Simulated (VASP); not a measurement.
Set up this calculation in VASP 6.6.1, as the native input.

```yaml
Task: relaxation of cell and atoms
Functional: PBEsol
Potentials_or_basis: VASP PAW PBE potentials, release 64 (Pd)
Cutoff: 500 eV
k_mesh: 11 × 11 × 11
Occupations: fermi-dirac, width 0.05 eV
Spin: no spin polarisation
Target_pressure: 30 GPa
Dipole_correction: no
Further_INCAR_settings: ALGO = Normal; EDIFF = 1e-07; IBRION = 2; EDIFFG = -0.02; NSW = 80; ISIF = 3
```

The structure of Pd lies in POSCAR:

```
Pd
1.0
    1.5450000000      1.5450000000      1.5450000000
   -1.5450000000      1.5450000000      1.5450000000
   -1.5450000000     -1.5450000000      1.5450000000
Pd
1
Direct
    0.0000000000      0.0000000000      0.0000000000
```

The input as run:

INCAR

```
PREC = Accurate ; ENCUT = 500
EDIFF = 1E-7 ; ISMEAR = -1
SIGMA = 0.05 ; LREAL = False
LASPH = True ; NELM = 120
ALGO = Normal ; ISIF = 3
LWAVE = False ; LCHARG = False
GGA = PS ; IBRION = 2
NSW = 80 ; EDIFFG = -0.02
PSTRESS = 300.0 ; GGA_COMPAT = False
NELMIN = 4
```

KPOINTS

```
Automatic mesh
0
Gamma
  11 11 11
```

Potentials or basis: VASP PAW PBE potentials, release 64 (Pd).

The run is started by

```bash
$ cat potpaw_PBE.64/Pd/POTCAR > POTCAR
$ mpirun -np 1 vasp_std > vasp.out
```

Results of the run:

```yaml
Relaxed_volume: 13.11 Å³/atom
Relaxed_cell: a = 2.573 Å, b = 2.573 Å, c = 2.573 Å, α = 70.53°, β = 109.47°, γ = 70.53°
Space_group_after_relaxing_to_0.05_Å: Im-3m (No. 229)
Energy_change_on_relaxing_the_enthalpy_is_what_falls: +128.8 meV/atom
Ionic_steps: 5
Pressure_after_relaxing: 30.0 GPa
Band_gap_on_the_k_mesh: zero (band 5 reaches 12.42 eV, above the bottom of band 6 at 10.45 eV)
```

Caveat: the cell is relaxed towards a set pressure, so the enthalpy falls and the energy may rise; the PAW data sets were made with another functional, which shifts forces and pressure a little.

It took 36 s on 1 thread of Intel Xeon 8259CL, with other jobs on the host, peak memory 0.14 GiB.
